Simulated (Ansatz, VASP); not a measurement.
# One calculation of In4Sb3As, two programs

File INCAR:

```
SYSTEM = In4Sb3As
ALGO = Normal ; EDIFF = 1E-6
ENCUT = 520 ; GGA = PE
ISIF = 2 ; ISMEAR = -1
LASPH = .TRUE. ; LCHARG = .FALSE.
LREAL = .FALSE. ; LWAVE = .FALSE.
NBANDS = 46 ; NELM = 60
PREC = Accurate ; SIGMA = 0.02
```

KPOINTS

```
k-points
0
G
  6 6 6
  0 0 0
```

POSCAR

```
In4Sb3As
1.0
   -3.2234245575      3.2234245575      6.4383942477
    3.2234245575     -3.2234245575      6.4383942477
    3.2234245575      3.2234245575     -6.4383942477
As In Sb
1 4 3
Direct
    0.0000000000      0.0000000000      0.0000000000
    0.6407753707      0.6407753707      0.5231031642
    0.8823277936      0.3592246293      0.0000000000
    0.1176722064      0.1176722064      0.4768968358
    0.3592246293      0.8823277936      0.0000000000
    0.2500000000      0.7500000000      0.5000000000
    0.5000000000      0.5000000000      0.0000000000
    0.7500000000      0.2500000000      0.5000000000
```

Input for Ansatz:

```yaml
crystal:
  lattice:
    - [-3.2234245575, 3.2234245575, 6.4383942477]
    - [3.2234245575, -3.2234245575, 6.4383942477]
    - [3.2234245575, 3.2234245575, -6.4383942477]
  atoms:
    - { symbol: As, position: [0.0, 0.0, 0.0] }
    - { symbol: In, position: [0.6407753707, 0.6407753707, 0.5231031642] }
    - { symbol: Sb, position: [0.25, 0.75, 0.5] }
    - { symbol: In, position: [0.8823277936, 0.3592246293, 0.0] }
    - { symbol: Sb, position: [0.5, 0.5, 0.0] }
    - { symbol: In, position: [0.1176722064, 0.1176722064, 0.4768968358] }
    - { symbol: Sb, position: [0.75, 0.25, 0.5] }
    - { symbol: In, position: [0.3592246293, 0.8823277936, 0.0] }
kpoints:
  mp_grid: { grid: [6, 6, 6] }
  band_path:
    path:
      - [0.0, 0.0, 0.0]
      - [0.0, 0.0, 0.5]
      - [0.25, 0.25, 0.25]
      - [0.0, 0.5, 0.0]
      - [0.5, 0.5, -0.5]
      - [0.3126642572, 0.6873357428, -0.3126642572]
      - [-0.3126642572, 0.3126642572, 0.3126642572]
      - [-0.1253285143, 0.1253285143, 0.5]
      - [0.5, 0.5, -0.1253285143]
    npoints: 1
hamiltonian:
  xc: pbe
scf:
  occupations: { method: fermi_dirac, width: 0.02 }
  n_extra_bands: 6
output:
  forces: true
  stress: true
  eigenvalues: true
```

Alike in both runs: task single point; functional PBE; k mesh 6 × 6 × 6; occupations fermi-dirac, width 0.02 eV; no spin polarisation.

|  | VASP | Ansatz |
| --- | --- | --- |
| version | VASP 6.6.1 | Ansatz 0.2.0 |
| potentials or method | VASP PAW PBE potentials, release 64 (As, In_d, Sb) | plane waves, PAW |
| plane-wave cutoff (eV) | 520 | 420 |
| valence electrons in the cell | 72 | 112 |

```tsv
	VASP	Ansatz	Ansatz less VASP
pressure (GPa)	1.5	1.5	+0.01
rms of the force components (eV/Å)	0.005	0.003	-0.0022
```

With one functional, cell and mesh, what is left measures potentials, basis and numerics. VASP's potentials hold 72 valence electrons a cell and Ansatz's 112, so a difference there can come from the potentials and not from the codes.

Spin-orbit coupling is off throughout.
